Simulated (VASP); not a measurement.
Input of a VASP 6.6.1 run:

Contents of INCAR:

```
PREC = Accurate
ENCUT = 520
EDIFF = 1E-6
ISMEAR = 0
SIGMA = 0.1
LREAL = False
LASPH = True
NELM = 100
ALGO = Normal
ISIF = 2
LWAVE = False
LCHARG = True
GGA = PE
LELF = True
LVHAR = True
NBANDS = 41
```

File KPOINTS:

```
Automatic mesh
0
Gamma
  4 4 4
```

Contents of POSCAR:

```
TlSnH3
1.0
    0.0000000000      4.3352876776      4.3352876776
    4.3352876776      0.0000000000      4.3352876776
    4.3352876776      4.3352876776      0.0000000000
Tl Sn H
2 2 6
Direct
    0.0000000000      0.0000000000      0.0000000000
    0.2500000000      0.2500000000      0.2500000000
    0.7500000000      0.7500000000      0.7500000000
    0.5000000000      0.5000000000      0.5000000000
    0.5282099472      0.9717900528      0.9717900528
    0.9717900528      0.5282099472      0.5282099472
    0.9717900528      0.5282099472      0.9717900528
    0.5282099472      0.9717900528      0.5282099472
    0.9717900528      0.9717900528      0.5282099472
    0.5282099472      0.5282099472      0.9717900528
```

Potentials or basis: VASP PAW PBE potentials, release 64 (Tl_d, Sn_d, H).

Launch:

```console
$ cat potpaw_PBE.64/Tl_d/POTCAR potpaw_PBE.64/Sn_d/POTCAR potpaw_PBE.64/H/POTCAR > POTCAR
$ mpirun -np 1 vasp_std > vasp.out
```

Task: Predict the band gap on the k mesh.

Result: Zero (bands 30 and 31 overlap by 1.63 eV).

Task: Estimate the pressure.

Result: -0.1 GPa.

Caveat: spin-orbit coupling is left out, which moves the levels of the heavy elements.
